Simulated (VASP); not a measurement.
# HfN (rocksalt type) (Fm-3m) in VASP: notebook

Runs on HfN (rocksalt type). Level: r2SCAN. Tasks: single point, relaxation of cell and atoms.

All numbers are computed with VASP 6.6.1; they aren't measurements. Logs are shortened: lines on timing, memory, paths and dates and some standing lists are left out, and cuts for length are marked.

## 1. The cell of the first run

Symmetry: Fm-3m, No. 225, cubic system. Conventional cell: a = 4.337 Å, b = 4.337 Å, c = 4.337 Å, α = 90.00°, β = 90.00°, γ = 90.00°. Within 2.9 Å of Hf (site symmetry m-3m) lie 6 N at 2.17 Å. Within 2.9 Å of N (site symmetry m-3m) lie 6 Hf at 2.17 Å.

## 2. Single point, r2SCAN (10.20 Å³/atom)

Input file POSCAR:

```
HfN
1.0
    0.0000000000      2.1683572878      2.1683572878
    2.1683572878      0.0000000000      2.1683572878
    2.1683572878      2.1683572878      0.0000000000
Hf N
1 1
Direct
    0.0000000000      0.0000000000      0.0000000000
    0.5000000000      0.5000000000      0.5000000000
```

Input file INCAR.step1:

```
SYSTEM = HfN
PREC = Accurate ; ENCUT = 520
ISMEAR = -1 ; SIGMA = 0.1
LREAL = .FALSE. ; LASPH = .TRUE.
NELM = 80 ; NBANDS = 14
GGA = PE ; ALGO = Normal
EDIFF = 1E-4 ; LWAVE = .TRUE.
LCHARG = .FALSE.
```

Input file INCAR.step2:

```
SYSTEM = HfN
PREC = Accurate ; ENCUT = 520
EDIFF = 1E-7 ; ISMEAR = -1
SIGMA = 0.1 ; LREAL = .FALSE.
LASPH = .TRUE. ; NELM = 80
ALGO = Normal ; ISIF = 2
LWAVE = .FALSE. ; LCHARG = .FALSE.
METAGGA = R2SCAN ; LMIXTAU = .TRUE.
NBANDS = 14 ; ISTART = 1
```

Input file KPOINTS:

```
regular mesh
0
G
  15 15 15
  0 0 0
```

Potentials or basis: VASP PAW PBE potentials, release 64 (Hf_pv, N).

Run with:

```
$ cat potpaw_PBE.64/Hf_pv/POTCAR potpaw_PBE.64/N/POTCAR > POTCAR
$ cp INCAR.step1 INCAR
$ mpirun -np 1 vasp_std > vasp.out
$ cp INCAR.step2 INCAR
$ mpirun -np 1 vasp_std > vasp.out
```

OUTCAR:

```text
SYSTEM = HfN
   PREC = Accurate
   ENCUT = 520
   EDIFF = 1E-7
   ISMEAR = -1
   LREAL = .FALSE.
   LASPH = .TRUE.
   NELM = 80
   ISIF = 2
   METAGGA = R2SCAN
   ISTART = 1

 ion  position               nearest neighbor table
   1  0.000  0.000  0.000-   2 2.17   2 2.17   2 2.17   2 2.17   2 2.17   2 2.17
   2  0.500  0.500  0.500-   1 2.17   1 2.17   1 2.17   1 2.17   1 2.17   1 2.17

  LATTYP: Found a face centered cubic cell.
 ALAT       =     4.3367145756

  Lattice vectors:

 A1 = (   0.0000000000,   2.1683572878,   2.1683572878)
 A2 = (   2.1683572878,   0.0000000000,   2.1683572878)
 A3 = (   2.1683572878,   2.1683572878,   0.0000000000)

Analysis of symmetry for initial positions (statically):
=====================================================================
 Subroutine PRICEL returns:
 Original cell was already a primitive cell.

 Routine SETGRP: Setting up the symmetry group for a
 face centered cubic supercell.

 Subroutine GETGRP returns: Found 48 space group operations
 (whereof 48 operations were pure point group operations)
 out of a pool of 48 trial point group operations.

The static configuration has the point symmetry O_h .

Analysis of symmetry for dynamics (positions and initial velocities):
=====================================================================
 Subroutine PRICEL returns:
 Original cell was already a primitive cell.

 Routine SETGRP: Setting up the symmetry group for a
 face centered cubic supercell.

 Subroutine GETGRP returns: Found 48 space group operations
 (whereof 48 operations were pure point group operations)
 out of a pool of 48 trial point group operations.

The dynamic configuration has the point symmetry O_h .

 Subroutine INISYM returns: Found 48 space group operations
 (whereof 48 operations are pure point group operations),
 and found     1 'primitive' translations

----------------------------------------------------------------------------------------

                                     Primitive cell

  volume of cell :      20.3902

  direct lattice vectors                    reciprocal lattice vectors
     0.000000000  2.168357288  2.168357288    -0.230589305  0.230589305  0.230589305
     2.168357288  0.000000000  2.168357288     0.230589305 -0.230589305  0.230589305
     2.168357288  2.168357288  0.000000000     0.230589305  0.230589305 -0.230589305

  length of vectors
     3.066520284  3.066520284  3.066520284     0.399392392  0.399392392  0.399392392

  position of ions in fractional coordinates (direct lattice)
     0.000000000  0.000000000  0.000000000
     0.500000000  0.500000000  0.500000000

  ion indices of the primitive-cell ions
   primitive index   ion index
                 1           1
                 2           2

----------------------------------------------------------------------------------------

 KPOINTS: regular mesh

Automatic generation of k-mesh.
 Grid dimensions read from file:
 generate k-points for:   15   15   15

 Generating k-lattice:

  Cartesian coordinates                     Fractional coordinates (reciprocal lattice)
    -0.015372620  0.015372620  0.015372620     0.066666667  0.000000000  0.000000000
     0.015372620 -0.015372620  0.015372620     0.000000000  0.066666667  0.000000000
     0.015372620  0.015372620 -0.015372620     0.000000000  0.000000000  0.066666667

  Length of vectors
     0.026626159  0.026626159  0.026626159

  Shift w.r.t. Gamma in fractional coordinates (k-lattice)
     0.000000000  0.000000000  0.000000000

 Subroutine IBZKPT returns following result:
 ===========================================

 Found    120 irreducible k-points:

 Following reciprocal coordinates:
            Coordinates               Weight
  0.000000  0.000000  0.000000      1.000000
  0.066667  0.000000  0.000000      8.000000
  0.133333  0.000000  0.000000      8.000000
  0.200000  0.000000  0.000000      8.000000
  0.266667  0.000000  0.000000      8.000000
  0.333333  0.000000  0.000000      8.000000
[... 16 lines left out ...]
  0.133333  0.133333  0.000000      6.000000
  0.200000  0.133333  0.000000     24.000000
 [... further k-points ...]
   k-points           NKPTS =    120   k-points in BZ     NKDIM =    120   number of bands    NBANDS=     14
   number of dos      NEDOS =    301   number of ions     NIONS =      2
   total plane-waves  NPLWV =  13824
   dimension x,y,z NGX =    24 NGY =   24 NGZ =   24
   dimension x,y,z NGXF=    48 NGYF=   48 NGZF=   48
   ions per type =               1   1
   NGX,Y,Z   is equivalent  to a cutoff of  13.01, 13.01, 13.01 a.u.
   NGXF,Y,Z  is equivalent  to a cutoff of  26.02, 26.02, 26.02 a.u.
 SYSTEM =  HfN
   PREC   = accura    normal or accurate (medium, high low for compatibility)
   ISTART =      1    job   : 0-new  1-cont  2-samecut
   ICHARG =      0    charge: 1-file 2-atom 10-const
   ISPIN  =      1    spin polarized calculation?
   LNONCOLLINEAR =      F non collinear calculations
   LSORBIT =      F    spin-orbit coupling
   LASPH  =      T    aspherical Exc in radial PAW
   ENCUT  =  520.0 eV  38.22 Ry    6.18 a.u.   5.70  5.70  5.70*2*pi/ulx,y,z
   NELM   =     80;   NELMIN=  2; NELMDL=  0     # of ELM steps
   EDIFF  = 0.1E-06   stopping-criterion for ELM
   LREAL  =      F    real-space projection
   EDIFFG = 0.1E-05   stopping-criterion for IOM
   NSW    =      0    number of steps for IOM
   IBRION =     -1    ionic relax: 0-MD 1-quasi-New 2-CG
   NFREE  =      0    steps in history (QN), initial steepest desc. (CG)
   ISIF   =      2    stress and relaxation
   ISYM   =      2    0-nonsym 1-usesym 2-fastsym
   POTIM  = 0.5000    time-step for ionic-motion
   TEBEG  =    0.0;   TEEND  =   0.0 temperature during run
   PSTRESS=    0.0 pullay stress
   NELECT =      15.0000    total number of electrons
   NUPDOWN=      -1.0000    fix difference up-down
   EMIN   =  10.00;   EMAX   =-10.00  energy-range for DOS
   EFERMI =   0.00;   METHOD = LEGACY
   ISMEAR =    -1;   SIGMA  =   0.10  broadening in eV -4-tet -1-fermi 0-gaus
   EFERMI_NEDOS =   21; number of points for ismear=-14 and -15
   IALGO  =     38    algorithm
   IMIX   =      4    mixing-type and parameters
     AMIX     =   0.40;   BMIX     =  1.00
     AMIX_MAG =   1.60;   BMIX_MAG =  1.00
  volume/ion in A,a.u.               =      10.20        68.80
  Fermi-wavevector in a.u.,A,eV,Ry     =   1.477852  2.792736 29.715775  2.184048
  Thomas-Fermi vector in A             =   2.592206
   LORBIT       =      0    0 simple, 1 ext, 2 COOP (PROOUT), +10 PAW based schemes
   METAGGA = R2SCAN    functional components
   LHFCALC =     F    Hartree Fock is set to
   AEXX    =    0.0000 exact exchange contribution
   IVDW    =     0    specifies the selected vdW correction
   LEPSILON=     F    determine dielectric tensor
   LRPA    =     F    only Hartree local field effects (RPA)
 non-spin polarized calculation
  energy-cutoff  :      520.00
  volume of cell :       20.39
 maximum number of plane-waves:       564
   NGX = 11   NGY = 11   NGZ = 11

 number of electron      14.9999999 magnetization

 Free energy of the ion-electron system (eV)
  ---------------------------------------------------
  ext. energy  EPLUGINS =         0.00000000
  ---------------------------------------------------
  free energy    TOTEN  =       -57.92242451 eV

  energy without entropy =      -57.90551347  energy(sigma->0) =      -57.91396899

 E-fermi :   9.6622     XC(G=0): -14.3016

 val. band max:        9.6153099793   @ k =  -0.3333   0.4667   0.2000
 cond. band min:       9.6672359816   @ k =   0.2667   0.0667   0.0000
 fundamental gap:      0.0519260023
 Fermi energy:         9.6622161720

 k-point     1 :       0.0000    0.0000    0.0000
  band No.  band energies     occupation
      1     -22.3677      2.00000
      2     -22.3677      2.00000
      3     -22.3677      2.00000
      4      -9.7750      2.00000
      5       6.0910      2.00000
      6       6.0910      2.00000
      7       6.0910      2.00000
      8       9.2416      1.97062
      9       9.2416      1.97062
     10       9.2416      1.97062
     11      11.9765      0.00000
     12      11.9765      0.00000
     13      13.0416      0.00000
     14      20.0383      0.00000

 k-point     2 :       0.0667    0.0000    0.0000
  band No.  band energies     occupation
      1     -22.4440      2.00000
      2     -22.3729      2.00000
      3     -22.3729      2.00000
      4      -9.6379      2.00000
      5       5.6173      2.00000
      6       5.7746      2.00000
      7       5.7746      2.00000
      8       9.3913      1.87518
      9       9.4206      1.83603
     10       9.4207      1.83603
     11      12.3945      0.00000
     12      12.3945      0.00000
     13      13.3611      0.00000
     14      20.4519      0.00000

 k-point     3 :       0.1333    0.0000    0.0000
  band No.  band energies     occupation
      1     -22.6530      2.00000
      2     -22.3875      2.00000
      3     -22.3875      2.00000
      4      -9.2508      2.00000
      5       4.5445      2.00000
      6       5.0610      2.00000
      7       5.0610      2.00000
      8       9.6719      0.95145
      9       9.8896      0.18660
     10       9.8896      0.18660
     11      13.4652      0.00000
     12      13.4652      0.00000
     13      14.1836      0.00000
     14      21.2986      0.00000
[... 324 lines left out ...]
 k-point    23 :       0.1333    0.1333    0.0000
  band No.  band energies     occupation
      1     -22.6359      2.00000
      2     -22.4467      2.00000
      3     -22.4467      2.00000
      4      -9.1361      2.00000
      5       3.5610      2.00000
      6       5.5294      2.00000
      7       5.5294      2.00000
      8       8.2412      2.00000
      9      10.8905      0.00001
     10      10.8905      0.00001
     11      12.3213      0.00000
     12      13.1318      0.00000
     13      15.9344      0.00000
     14      21.2986      0.00000

 k-point    24 :       0.2000    0.1333    0.0000
  band No.  band energies     occupation
      1     -22.8212      2.00000
      2     -22.4843      2.00000
      3     -22.4686      2.00000
      4      -8.7829      2.00000
      5       2.8041      2.00000
      6       5.0549      2.00000
      7       5.1839      2.00000
      8       8.1217      2.00000
      9      11.5511      0.00000
     10      11.5684      0.00000
     11      12.9186      0.00000
     12      13.6943      0.00000
     13      17.1919      0.00000
     14      21.2985      0.00000

 [... further k-points ...]

------------------------ aborting loop because EDIFF is reached ----------------------------------------

  FORCE on cell =-STRESS in cart. coord.  units (eV):
  Direction    XX          YY          ZZ          XY          YZ          ZX
  --------------------------------------------------------------------------------------
  -------------------------------------------------------------------------------------
  Total        5.6622501      5.6622501      5.6622501      0.0000000      0.0000000      0.0000000
  in kB      444.9150535    444.9150535    444.9150535      0.0000000      0.0000000      0.0000000
  external PRESSURE =     444.9150535 kB  Pullay stress =       0.0000000 kB

 VOLUME and BASIS-vectors are now :
 -----------------------------------------------------------------------------
  energy-cutoff  :      520.00
  volume of cell :       20.39
      direct lattice vectors                 reciprocal lattice vectors
     0.000000000  2.168357288  2.168357288    -0.230589305  0.230589305  0.230589305
     2.168357288  0.000000000  2.168357288     0.230589305 -0.230589305  0.230589305
     2.168357288  2.168357288  0.000000000     0.230589305  0.230589305 -0.230589305

 POSITION                                       TOTAL-FORCE (eV/Angst)
 -----------------------------------------------------------------------------------
      0.00000      0.00000      0.00000         0.000000      0.000000      0.000000
      2.16836      2.16836      2.16836        -0.000000     -0.000000     -0.000000
 -----------------------------------------------------------------------------------
    total drift:                                0.000000     -0.000000     -0.000000

  FREE ENERGIE OF THE ION-ELECTRON SYSTEM (eV)
  ---------------------------------------------------
  free  energy   TOTEN  =       -57.9224245066 eV

  energy  without entropy=      -57.9055134679  energy(sigma->0) =      -57.91396899
```

Run time: 3.5 min. Hardware: 1 thread of Intel Xeon 8259CL, shared host; peak memory 0.17 GiB.

What came out:

```yaml
Free_energy: -57.9224 eV
Pressure: 44.5 GPa
Band_gap_on_the_k_mesh: zero (an odd number of electrons rules out a gap without spin polarisation)
```

Caveat: the cell stands under pressure; the PAW data sets were made with another functional, which shifts forces and pressure a little; spin-orbit coupling is left out, which moves the levels of the heavy elements.

## 3. Single point, r2SCAN (10.89 Å³/atom)

This run uses another cell than the first one, of 10.89 Å³/atom.

Input file POSCAR:

```
HfN
1.0
    0.0000000000      2.2165587041      2.2165587041
    2.2165587041      0.0000000000      2.2165587041
    2.2165587041      2.2165587041      0.0000000000
Hf N
1 1
Direct
    0.0000000000      0.0000000000      0.0000000000
    0.5000000000      0.5000000000      0.5000000000
```

Input file INCAR.step1:

```
SYSTEM = HfN
ALGO     = Normal         ! electronic algorithm
EDIFF    = 1E-4           ! SCF threshold, eV
ENCUT    = 520            ! plane-wave cutoff, eV
GGA      = PE             ! functional
ISMEAR   = -1             ! smearing method
LASPH    = .True.         ! aspherical terms in the spheres
LCHARG   = .False.        ! write CHGCAR
LREAL    = .False.        ! projectors in reciprocal space
LWAVE    = .True.         ! write WAVECAR
NBANDS   = 14             ! bands
NELM     = 100            ! most SCF steps
PREC     = Accurate       ! precision mode
SIGMA    = 0.1            ! smearing width, eV
```

Input file INCAR.step2:

```
SYSTEM = HfN
ALGO     = Normal         ! electronic algorithm
EDIFF    = 1E-6           ! SCF threshold, eV
ENCUT    = 520            ! plane-wave cutoff, eV
ISIF     = 2              ! what is computed and relaxed
ISMEAR   = -1             ! smearing method
ISTART   = 1            
LASPH    = .True.         ! aspherical terms in the spheres
LCHARG   = .False.        ! write CHGCAR
LMIXTAU  = .True.       
LREAL    = .False.        ! projectors in reciprocal space
LWAVE    = .False.        ! write WAVECAR
METAGGA  = R2SCAN         ! meta-GGA
NBANDS   = 14             ! bands
NELM     = 100            ! most SCF steps
PREC     = Accurate       ! precision mode
SIGMA    = 0.1            ! smearing width, eV
```

Input file KPOINTS:

```
k-points
0
Gamma
  15 15 15
  0 0 0
```

Potentials or basis: VASP PAW PBE potentials, release 64 (Hf_pv, N).

Run with:

```
$ cat potpaw_PBE.64/Hf_pv/POTCAR potpaw_PBE.64/N/POTCAR > POTCAR
$ cp INCAR.step1 INCAR
$ mpirun -np 1 vasp_std > vasp.out
$ cp INCAR.step2 INCAR
$ mpirun -np 1 vasp_std > vasp.out
```

Run time: 3.4 min. Hardware: 1 thread of Intel Xeon 8259CL, shared host; peak memory 0.17 GiB.

Results (log left out):

```yaml
Free_energy: -58.1841 eV
Pressure: 17.1 GPa
Band_gap_on_the_k_mesh: zero (an odd number of electrons rules out a gap without spin polarisation)
```

Levels at points of the mesh, in eV from the Fermi level:
| k point | band 4 | band 5 | band 6 | band 7 | band 8 | band 9 | band 10 | band 11 | band 12 | band 13 |
| --- | --- | --- | --- | --- | --- | --- | --- | --- | --- | --- |
| (0.00, 0.00, 0.00) | -19.05 | -3.50 | -3.50 | -3.50 | -0.37 | -0.37 | -0.37 | 2.15 | 2.15 | 2.65 |

Caveat: the cell stands under pressure; the PAW data sets were made with another functional, which shifts forces and pressure a little; spin-orbit coupling is left out, which moves the levels of the heavy elements.

(Part 1 of 2 ends here.)

The gap in the log of VASP goes by the Fermi energy; the results here count the filled bands.